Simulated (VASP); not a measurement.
ZnS: single point with PBEsol

ZnS:

```
Zn S
1.0
    -1.72377    1.72377    6.87859
     1.72377   -1.72377    6.87859
     1.72377    1.72377   -6.87859
Zn S
2 2
Direct
  0.82167 0.82167 0.00000
  0.17833 0.17833 0.00000
  0.64690 0.64690 0.00000
  0.35310 0.35310 0.00000
```

```json
{"Program": "VASP 6.6.1", "Task": "single point", "Functional": "PBEsol", "Potentials or basis": "VASP PAW PBE potentials, release 64 (Zn, S)", "Cutoff": "520 eV", "k mesh": "8 × 8 × 8", "Occupations": "fermi-dirac, width 0.03 eV", "Spin": "no spin polarisation"}
```

| Quantity | Value |
| --- | --- |
| Pressure | 0.2 GPa |
| Largest force | 0.031 eV/Å |
| Band gap on the k mesh | 0.31 eV (least direct gap 2.19 eV) |

Forces in eV/Å, atoms in the order of the input:
```
Zn   0.000  0.000 -0.006
Zn   0.000  0.000  0.006
S    0.000  0.000 -0.031
S    0.000  0.000  0.031
```

Levels at points of the mesh, in eV from the valence-band top:
```csv
k point,band 16,band 17,band 18,band 19,band 20,band 21
"(0.00, 0.00, 0.00)",-1.14,-1.06,-1.06,1.43,1.43,5.95
"(0.50, 0.00, 0.00)",-1.89,-0.03,0.00,3.91,4.23,5.36
"(0.50, 0.50, 0.00)",-3.44,-2.84,-2.63,0.31,0.70,5.09
"(0.50, 0.50, 0.50)",-1.75,-1.02,-1.02,1.18,2.10,5.05
```

Run time: 10 min on 1 thread of Intel Xeon 8259CL (shared host), peak memory 0.42 GiB.

Caveat: semilocal functionals underestimate gaps, and a narrow one can read as zero; the PAW data sets were made with another functional, which shifts forces and pressure a little. A k mesh can miss the band edges.
